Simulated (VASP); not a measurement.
## GeSb4Te7: single point with PBE

The system is GeSb4Te7.

```
CELL_PARAMETERS angstrom
4.28930 0.00000 0.00000
-2.14465 3.71464 0.00000
0.00000 0.00000 24.63778
ATOMIC_POSITIONS crystal
Ge 0.00000 0.00000 0.50000
Sb 0.66667 0.33333 0.91890
Sb 0.33333 0.66667 0.34975
Sb 0.33333 0.66667 0.08110
Sb 0.66667 0.33333 0.65025
Te 0.33333 0.66667 0.84973
Te 0.66667 0.33333 0.15027
Te 0.00000 0.00000 0.71898
Te 0.66667 0.33333 0.43139
Te 0.33333 0.66667 0.56861
Te 0.00000 0.00000 0.00000
Te 0.00000 0.00000 0.28102
```

```
Program             : VASP 6.6.1
Task                : single point
Functional          : PBE
Potentials or basis : VASP PAW PBE potentials, release 64 (Ge_d, Sb, Te)
Cutoff              : 520 eV
k mesh              : 6 × 6 × 1
Occupations         : gaussian, width 0.1 eV
Spin                : no spin polarisation
```

| Property | Result |
| --- | --- |
| Pressure | 0.7 GPa |
| Largest force | 0.139 eV/Å |
| Band gap on the k mesh | 0.58 eV |

Forces on the atoms (eV/Å):
```
Ge   0.000  0.000  0.000
Sb   0.000  0.000  0.114
Sb   0.000  0.000  0.066
Sb   0.000  0.000 -0.114
Sb   0.000  0.000 -0.066
Te   0.000  0.000 -0.138
Te   0.000  0.000  0.138
Te   0.000  0.000  0.139
Te   0.000  0.000  0.010
Te   0.000  0.000 -0.010
Te   0.000  0.000  0.000
Te   0.000  0.000 -0.139
```

Stress tensor (GPa, compression positive):
```
0.74 0.00 0.00
0.00 0.74 0.00
0.00 0.00 0.64
```

Levels at points of the mesh, in eV from the valence-band top:
```tsv
k point	band 34	band 35	band 36	band 37	band 38	band 39	band 40	band 41	band 42	band 43
(0.00, 0.00, 0.00)	-0.96	-0.93	-0.93	-0.16	0.00	0.58	0.64	0.74	0.74	0.85
(0.50, 0.00, 0.00)	-1.38	-1.18	-1.15	-0.89	-0.75	0.94	0.95	1.29	1.45	1.50
```

Wall time 3.3 min on 1 thread of Intel(R) Xeon(R) Platinum 8259CL CPU @ 2.50GHz (Skylake/Cascade Lake), on a shared host, peak memory 0.53 GiB.

Caveat: spin-orbit coupling is left out, which moves the levels of the heavy elements; an odd mesh through Γ misses points on the zone boundary, where band edges can lie; this functional lacks dispersion, which binds the layers, so the pressure and a relaxed spacing across them are unreliable.
